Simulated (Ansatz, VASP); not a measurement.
# BiTe in VASP and in Ansatz

Contents of INCAR:

```
PREC = Accurate
ENCUT = 520
EDIFF = 1E-7
ISMEAR = 0
SIGMA = 0.05
LREAL = False
LASPH = True
NELM = 100
ALGO = Normal
ISIF = 2
LWAVE = False
LCHARG = False
GGA = PS
NBANDS = 18
```

The input KPOINTS:

```
regular mesh
0
Gamma
  8 8 8
```

Contents of POSCAR:

```
BiTe
1.0
    0.0000000000      3.2292099617      3.2292099617
    3.2292099617      0.0000000000      3.2292099617
    3.2292099617      3.2292099617      0.0000000000
Bi Te
1 1
Direct
    0.5000000000      0.5000000000      0.5000000000
    0.0000000000      0.0000000000      0.0000000000
```

Input for Ansatz:

```yaml
crystal:
  lattice:
    - [0.0, 3.2292099617, 3.2292099617]
    - [3.2292099617, 0.0, 3.2292099617]
    - [3.2292099617, 3.2292099617, 0.0]
  atoms:
    - { symbol: Bi, position: [0.5, 0.5, 0.5] }
    - { symbol: Te, position: [0.0, 0.0, 0.0] }
basis:
  ecutwfc: 420
  ecutrho_ratio: 4
kpoints:
  mp_grid: { grid: [8, 8, 8] }
hamiltonian:
  xc: pbesol
scf:
  occupations: { method: gaussian, width: 0.05 }
output:
  forces: true
  stress: true
  eigenvalues: true
```

Alike in both runs: task single point; functional PBEsol; k mesh 8 × 8 × 8; occupations gaussian, width 0.05 eV; no spin polarisation.

```csv
,VASP,Ansatz
version,VASP 6.6.1,Ansatz 0.2.0
potentials or method,"VASP PAW PBE potentials, release 64 (Bi_d, Te), cutoff 520 eV","scalar-relativistic, plane waves, PAW"
valence electrons in the cell,21,31
```

|  | VASP | Ansatz | Ansatz less VASP |
| --- | --- | --- | --- |
| pressure (GPa) | -1.6 | -1.6 | +0.02 |

VASP's potentials were made for PBE, not for PBEsol. VASP's potentials hold 21 valence electrons a cell and Ansatz's 31, so a difference there can come from the potentials and not from the codes.

Neither program's run includes spin-orbit coupling.
